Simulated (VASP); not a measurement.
Here is a VASP 6.6.1 calculation.

The input INCAR:

```
SYSTEM = Ba
PREC     = Accurate       ! precision mode
ENCUT    = 520            ! plane-wave cutoff, eV
EDIFF    = 1E-6           ! SCF threshold, eV
ISMEAR   = -1             ! smearing method
SIGMA    = 0.1            ! smearing width, eV
LREAL    = .False.        ! projectors in reciprocal space
LASPH    = .True.         ! aspherical terms in the spheres
NELM     = 60             ! most SCF steps
ALGO     = Normal         ! electronic algorithm
ISIF     = 2              ! what is computed and relaxed
LWAVE    = .False.        ! write WAVECAR
LCHARG   = .False.        ! write CHGCAR
GGA      = PS             ! functional
NBANDS   = 17             ! bands
```

The input KPOINTS:

```
Automatic mesh
0
Gamma
  10 10 7
  0 0 0
```

POSCAR

```
Ba
1.0
   -3.6853240576      3.6846331012      2.0007038245
    3.6846331012     -3.6853240576      2.0007038245
    3.6880575346      3.6880575346     -2.0019693125
Ba
2
Direct
    0.0000574914      0.9999425086      0.0000000000
    0.7499425086      0.2500574914      0.5000000000
```

Potentials or basis: VASP PAW PBE potentials, release 64 (Ba_sv).

Command:

```bash
$ cat potpaw_PBE.64/Ba_sv/POTCAR > POTCAR
$ mpirun -np 1 vasp_std > vasp.out
```

(1) What does it give for the pressure?

(2) Predict the band gap on the k mesh.

Results:

(1) 0.2 GPa.

(2) zero (bands 10 and 11 overlap by 0.33 eV).

Caveat: the PAW data sets were made with another functional, which shifts forces and pressure a little; spin-orbit coupling is left out, which moves the levels of the heavy elements.
